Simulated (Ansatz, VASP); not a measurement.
Si2W in VASP and in Ansatz

File INCAR:

```
SYSTEM = Si2W
PREC     = Accurate       ! precision mode
ENCUT    = 520            ! plane-wave cutoff, eV
EDIFF    = 1E-6           ! SCF threshold, eV
ISMEAR   = 1              ! smearing method
SIGMA    = 0.3            ! smearing width, eV
LREAL    = .False.        ! projectors in reciprocal space
LASPH    = .True.         ! aspherical terms in the spheres
NELM     = 80             ! most SCF steps
ALGO     = Normal         ! electronic algorithm
ISIF     = 2              ! what is computed and relaxed
LWAVE    = .False.        ! write WAVECAR
LCHARG   = .True.         ! write CHGCAR
GGA      = PE             ! functional
LELF     = .True.         ! ELF
LVHAR    = .True.       
NBANDS   = 18             ! bands
```

File KPOINTS:

```
Automatic mesh
0
Gamma
  12 12 12
  0 0 0
```

File POSCAR:

```
Si2W
1.0
   -1.6069000000      1.6069000000      3.9149500000
    1.6069000000     -1.6069000000      3.9149500000
    1.6069000000      1.6069000000     -3.9149500000
Si W
2 1
Direct
    0.3347000000      0.3347000000      0.0000000000
    0.6653000000      0.6653000000      0.0000000000
    0.0000000000      0.0000000000      0.0000000000
```

Input for Ansatz:

```yaml
crystal:
  lattice:
    - [-1.6069, 1.6069, 3.91495]
    - [1.6069, -1.6069, 3.91495]
    - [1.6069, 1.6069, -3.91495]
  atoms:
    - { symbol: Si, position: [0.33469999999999994, 0.3347, 0.0] }
    - { symbol: Si, position: [0.6653, 0.6652999999999999, 0.0] }
    - { symbol: W, position: [0.0, 0.0, 0.0] }
kpoints:
  mp_grid:
    grid: [12, 12, 12]
    shift: [0.0, 0.0, 0.0]
hamiltonian:
  xc: pbe
scf:
  occupations:
    method: cold
    width: 0.3
output:
  stress: true
```

Alike in both runs: task single point; functional PBE; k mesh 12 × 12 × 12; no spin polarisation.

```csv
,VASP,Ansatz
version,VASP 6.6.1,Ansatz 0.2.0
potentials or method,"VASP PAW PBE potentials, release 64 (Si, W_sv)","plane waves, PAW"
plane-wave cutoff (eV),520,420
occupations,"methfessel-paxton of order 1, width 0.3 eV","cold, width 0.3 eV"
valence electrons in the cell,22,22
```

```tsv
	VASP	Ansatz	Ansatz less VASP
pressure (GPa)	3.3	3.2	-0.08
traceless stress, the component that is largest in VASP (GPa)	0.22	0.42	+0.198
```

Neither program's run includes spin-orbit coupling.
